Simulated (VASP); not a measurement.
# SiC (P6_222) in VASP: notebook

The runs below take SiC through single point, relaxation of cell and atoms, with PBE.

All numbers are computed with VASP 6.6.1; they aren't measurements. Logs are shortened: lines on timing, memory, paths and dates and some standing lists are left out, and cuts for length are marked.

### Step 1. The cell of the first run

It takes space group P6_222 (No. 180, hexagonal). The conventional cell has a = 2.947 Å, b = 2.947 Å, c = 6.455 Å, α = 90.00°, β = 90.00°, γ = 120.00°. Within 2.4 Å of Si (site symmetry 222) lie 4 C at 1.82 Å. Within 2.4 Å of C (site symmetry 222) lie 4 Si at 1.82 Å.

### Step 2. Single point, PBE

INCAR

```
PREC = Accurate
ENCUT = 520
EDIFF = 1E-6
ISMEAR = 0
SIGMA = 0.1
LREAL = F
LASPH = T
NELM = 100
ALGO = Normal
ISIF = 2
LWAVE = F
LCHARG = F
GGA = PE
NBANDS = 21
```

KPOINTS

```
regular mesh
0
Gamma
  6 6 4
```

POSCAR

```
SiC
1.0
    2.9472347500      0.0000000000      0.0000000000
   -1.4736173800      2.5523801700      0.0000000000
    0.0000000000      0.0000000000      6.4545390800
Si C
3 3
Direct
    0.0000000000      0.5000000000      0.1666666700
    0.5000000000      0.5000000000      0.8333333300
    0.5000000000      0.0000000000      0.5000000000
    0.5000000000      0.5000000000      0.3333333300
    0.5000000000      0.0000000000      0.0000000000
    0.0000000000      0.5000000000      0.6666666700
```

Potentials or basis: VASP PAW PBE potentials, release 64 (Si, C).

Started as:

```
> cat potpaw_PBE.64/Si/POTCAR potpaw_PBE.64/C/POTCAR > POTCAR
> mpirun -np 1 vasp_std > vasp.out
```

OUTCAR:

```text
PREC = Accurate
   ENCUT = 520
   EDIFF = 1E-6
   ISMEAR = 0
   LREAL = F
   LASPH = T
   NELM = 100
   ISIF = 2
   GGA = PE

 ion  position               nearest neighbor table
   1  0.000  0.500  0.167-   4 1.82   4 1.82   5 1.82   5 1.82   3 2.61   3 2.61   2 2.61   2 2.61

   2  0.500  0.500  0.833-   6 1.82   6 1.82   5 1.82   5 1.82   3 2.61   3 2.61   1 2.61   1 2.61

   3  0.500  0.000  0.500-   6 1.82   6 1.82   4 1.82   4 1.82   1 2.61   1 2.61   2 2.61   2 2.61

   4  0.500  0.500  0.333-   1 1.82   1 1.82   3 1.82   3 1.82
   5  0.500  0.000  0.000-   1 1.82   1 1.82   2 1.82   2 1.82
   6  0.000  0.500  0.667-   2 1.82   2 1.82   3 1.82   3 1.82

  LATTYP: Found a hexagonal cell.
 ALAT       =     2.9472347500
 C/A-ratio  =     2.1900322260

  Lattice vectors:

 A1 = (   2.9472347500,   0.0000000000,   0.0000000000)
 A2 = (  -1.4736173800,   2.5523801700,   0.0000000000)
 A3 = (   0.0000000000,   0.0000000000,   6.4545390800)

Analysis of symmetry for initial positions (statically):
=====================================================================
 Subroutine PRICEL returns:
 Original cell was already a primitive cell.

 Routine SETGRP: Setting up the symmetry group for a
 hexagonal supercell.

 Subroutine GETGRP returns: Found 12 space group operations
 (whereof  4 operations were pure point group operations)
 out of a pool of 24 trial point group operations.

The static configuration has the point symmetry D_2 .
 The point group associated with its full space group is D_6 .

Analysis of symmetry for dynamics (positions and initial velocities):
=====================================================================
 Subroutine PRICEL returns:
 Original cell was already a primitive cell.

 Routine SETGRP: Setting up the symmetry group for a
 hexagonal supercell.

 Subroutine GETGRP returns: Found 12 space group operations
 (whereof  4 operations were pure point group operations)
 out of a pool of 24 trial point group operations.

The dynamic configuration has the point symmetry D_2 .
 The point group associated with its full space group is D_6 .

 Subroutine INISYM returns: Found 12 space group operations
 (whereof  4 operations are pure point group operations),
 and found     1 'primitive' translations

----------------------------------------------------------------------------------------

                                     Primitive cell

  volume of cell :      48.5540

  direct lattice vectors                    reciprocal lattice vectors
     2.947234750  0.000000000  0.000000000     0.339301102  0.195895583  0.000000000
    -1.473617380  2.552380170  0.000000000     0.000000000  0.391791165  0.000000000
     0.000000000  0.000000000  6.454539080     0.000000000  0.000000000  0.154929730

  length of vectors
     2.947234750  2.947234757  6.454539080     0.391791166  0.391791165  0.154929730

  position of ions in fractional coordinates (direct lattice)
     0.000000000  0.500000000  0.166666670
     0.500000000  0.500000000  0.833333330
     0.500000000  0.000000000  0.500000000
     0.500000000  0.500000000  0.333333330
     0.500000000  0.000000000  0.000000000
     0.000000000  0.500000000  0.666666670

  ion indices of the primitive-cell ions
   primitive index   ion index
                 1           1
                 2           2
                 3           3
                 4           4
                 5           5
                 6           6

----------------------------------------------------------------------------------------

 KPOINTS: regular mesh

Automatic generation of k-mesh.
 Grid dimensions read from file:
 generate k-points for:    6    6    4

 Generating k-lattice:

  Cartesian coordinates                     Fractional coordinates (reciprocal lattice)
     0.056550184  0.032649264  0.000000000     0.166666667 -0.000000000  0.000000000
     0.000000000  0.065298527  0.000000000     0.000000000  0.166666667  0.000000000
     0.000000000  0.000000000  0.038732433     0.000000000  0.000000000  0.250000000

  Length of vectors
     0.065298528  0.065298527  0.038732433

  Shift w.r.t. Gamma in fractional coordinates (k-lattice)
     0.000000000  0.000000000  0.000000000

 Subroutine IBZKPT returns following result:
 ===========================================

 Found     21 irreducible k-points:

 Following reciprocal coordinates:
            Coordinates               Weight
  0.000000  0.000000  0.000000      1.000000
  0.166667  0.000000  0.000000      6.000000
  0.333333  0.000000  0.000000      6.000000
  0.500000  0.000000  0.000000      3.000000
  0.166667  0.166667  0.000000      6.000000
  0.333333  0.166667  0.000000     12.000000
[... 13 lines left out ...]
  0.333333  0.166667  0.500000     12.000000
  0.333333  0.333333  0.500000      2.000000
   k-points           NKPTS =     21   k-points in BZ     NKDIM =     21   number of bands    NBANDS=     21
   number of dos      NEDOS =    301   number of ions     NIONS =      6
   total plane-waves  NPLWV =  27648
   dimension x,y,z NGX =    24 NGY =   24 NGZ =   48
   dimension x,y,z NGXF=    48 NGYF=   48 NGZF=   96
   ions per type =               3   3
   NGX,Y,Z   is equivalent  to a cutoff of  13.54, 13.54, 12.36 a.u.
   NGXF,Y,Z  is equivalent  to a cutoff of  27.08, 27.08, 24.73 a.u.
 SYSTEM =  unknown system
   PREC   = accura    normal or accurate (medium, high low for compatibility)
   ISTART =      0    job   : 0-new  1-cont  2-samecut
   ICHARG =      2    charge: 1-file 2-atom 10-const
   ISPIN  =      1    spin polarized calculation?
   LNONCOLLINEAR =      F non collinear calculations
   LSORBIT =      F    spin-orbit coupling
   LASPH  =      T    aspherical Exc in radial PAW
   ENCUT  =  520.0 eV  38.22 Ry    6.18 a.u.   5.48  5.48 12.00*2*pi/ulx,y,z
   NELM   =    100;   NELMIN=  2; NELMDL= -5     # of ELM steps
   EDIFF  = 0.1E-05   stopping-criterion for ELM
   LREAL  =      F    real-space projection
   EDIFFG = 0.1E-04   stopping-criterion for IOM
   NSW    =      0    number of steps for IOM
   IBRION =     -1    ionic relax: 0-MD 1-quasi-New 2-CG
   NFREE  =      0    steps in history (QN), initial steepest desc. (CG)
   ISIF   =      2    stress and relaxation
   ISYM   =      2    0-nonsym 1-usesym 2-fastsym
   POTIM  = 0.5000    time-step for ionic-motion
   TEBEG  =    0.0;   TEEND  =   0.0 temperature during run
   PSTRESS=    0.0 pullay stress
   NELECT =      24.0000    total number of electrons
   NUPDOWN=      -1.0000    fix difference up-down
   EMIN   =  10.00;   EMAX   =-10.00  energy-range for DOS
   EFERMI =   0.00;   METHOD = LEGACY
   ISMEAR =     0;   SIGMA  =   0.10  broadening in eV -4-tet -1-fermi 0-gaus
   EFERMI_NEDOS =   21; number of points for ismear=-14 and -15
   IALGO  =     38    algorithm
   IMIX   =      4    mixing-type and parameters
     AMIX     =   0.40;   BMIX     =  1.00
     AMIX_MAG =   1.60;   BMIX_MAG =  1.00
  volume/ion in A,a.u.               =       8.09        54.61
  Fermi-wavevector in a.u.,A,eV,Ry     =   1.294405  2.446071 22.796343  1.675484
  Thomas-Fermi vector in A             =   2.425990
   LORBIT       =      0    0 simple, 1 ext, 2 COOP (PROOUT), +10 PAW based schemes
   GGA     = PE    functional components
   LHFCALC =     F    Hartree Fock is set to
   AEXX    =    0.0000 exact exchange contribution
   IVDW    =     0    specifies the selected vdW correction
   LEPSILON=     F    determine dielectric tensor
   LRPA    =     F    only Hartree local field effects (RPA)
 non-spin polarized calculation
 Gauss-broadening in eV      SIGMA  =   0.10
  energy-cutoff  :      520.00
  volume of cell :       48.55
 maximum number of plane-waves:      1332
 NGX is ok and might be reduce to    24
   NGX = 11   NGY = 11   NGZ = 25

 number of electron      24.0000003 magnetization

 Free energy of the ion-electron system (eV)
  ---------------------------------------------------
  ext. energy  EPLUGINS =         0.00000000
  ---------------------------------------------------
  free energy    TOTEN  =       -40.04358606 eV

  energy without entropy =      -40.04358606  energy(sigma->0) =      -40.04358606

 E-fermi :  13.0083     XC(G=0): -12.6695

 val. band max:       12.5794073584   @ k =   0.0000   0.0000   0.0000
 cond. band min:      13.4446086540   @ k =   0.5000   0.0000   0.0000
 fundamental gap:      0.8652012956
 Fermi energy:        13.0082694372

 k-point     1 :       0.0000    0.0000    0.0000
  band No.  band energies     occupation
      1      -6.1785      2.00000
      2      -3.0912      2.00000
      3      -3.0912      2.00000
      4       5.8321      2.00000
      5       5.8321      2.00000
      6       8.4470      2.00000
[... 13 lines left out ...]
     20      20.8058      0.00000
     21      21.8388      0.00000

 k-point     2 :       0.1667    0.0000    0.0000
  band No.  band energies     occupation
      1      -5.6315      2.00000
      2      -2.5756      2.00000
      3      -2.5737      2.00000
      4       5.8106      2.00000
      5       6.1633      2.00000
      6       6.9834      2.00000
[... 13 lines left out ...]
     20      21.3169      0.00000
     21      22.8071      0.00000

 k-point     3 :       0.3333    0.0000    0.0000
  band No.  band energies     occupation
      1      -4.0385      2.00000
      2      -1.1256      2.00000
      3      -1.1102      2.00000
      4       2.7046      2.00000
      5       5.1520      2.00000
      6       5.2353      2.00000
[... 13 lines left out ...]
     20      22.5712      0.00000
     21      23.3495      0.00000
[... 385 lines left out ...]
 k-point    20 :       0.3333    0.1667    0.5000
  band No.  band energies     occupation
      1      -1.9636      2.00000
      2      -1.7306      2.00000
      3       0.8136      2.00000
      4       2.2380      2.00000
      5       3.3847      2.00000
      6       5.2815      2.00000
[... 13 lines left out ...]
     20      21.6176      0.00000
     21      23.6682      0.00000

 k-point    21 :       0.3333    0.3333    0.5000
  band No.  band energies     occupation
      1      -0.6500      2.00000
      2      -0.0090      2.00000
      3      -0.0090      2.00000
      4       1.4640      2.00000
      5       3.4682      2.00000
      6       3.4682      2.00000
[... 13 lines left out ...]
     20      22.4667      0.00000
     21      22.4667      0.00000

------------------------ aborting loop because EDIFF is reached ----------------------------------------

  FORCE on cell =-STRESS in cart. coord.  units (eV):
  Direction    XX          YY          ZZ          XY          YZ          ZX
  --------------------------------------------------------------------------------------
  -------------------------------------------------------------------------------------
  Total       14.8833734     14.8833735     25.7193795     -0.0000000     -0.0000000      0.0000000
  in kB      491.1188849    491.1188871    848.6834699     -0.0000010     -0.0000000      0.0000000
  external PRESSURE =     610.3070806 kB  Pullay stress =       0.0000000 kB

 VOLUME and BASIS-vectors are now :
 -----------------------------------------------------------------------------
  energy-cutoff  :      520.00
  volume of cell :       48.55
      direct lattice vectors                 reciprocal lattice vectors
     2.947234750  0.000000000  0.000000000     0.339301102  0.195895583  0.000000000
    -1.473617380  2.552380170  0.000000000     0.000000000  0.391791165  0.000000000
     0.000000000  0.000000000  6.454539080     0.000000000  0.000000000  0.154929730

 POSITION                                       TOTAL-FORCE (eV/Angst)
 -----------------------------------------------------------------------------------
     -0.73681      1.27619      1.07576        -0.000000     -0.000000      0.000000
      0.73681      1.27619      5.37878        -0.000000      0.000000     -0.000000
      1.47362      0.00000      3.22727         0.000000     -0.000000      0.000000
      0.73681      1.27619      2.15151         0.000000      0.000000     -0.000000
      1.47362      0.00000      0.00000         0.000000      0.000000      0.000000
     -0.73681      1.27619      4.30303         0.000000     -0.000000      0.000000
 -----------------------------------------------------------------------------------
    total drift:                               -0.000000      0.000000      0.000008

  FREE ENERGIE OF THE ION-ELECTRON SYSTEM (eV)
  ---------------------------------------------------
  free  energy   TOTEN  =       -40.0435860568 eV

  energy  without entropy=      -40.0435860568  energy(sigma->0) =      -40.04358606
```

It took 7.1 s on 1 thread of Intel Xeon 6975P-C (Granite Rapids), shared host; peak memory 0.16 GiB.

Results:

```
Free energy            : -40.0436 eV
Pressure               : 61.0 GPa
Band gap on the k mesh : 0.87 eV, indirect (least direct gap 3.06 eV)
```

[end of part 1 of 2]
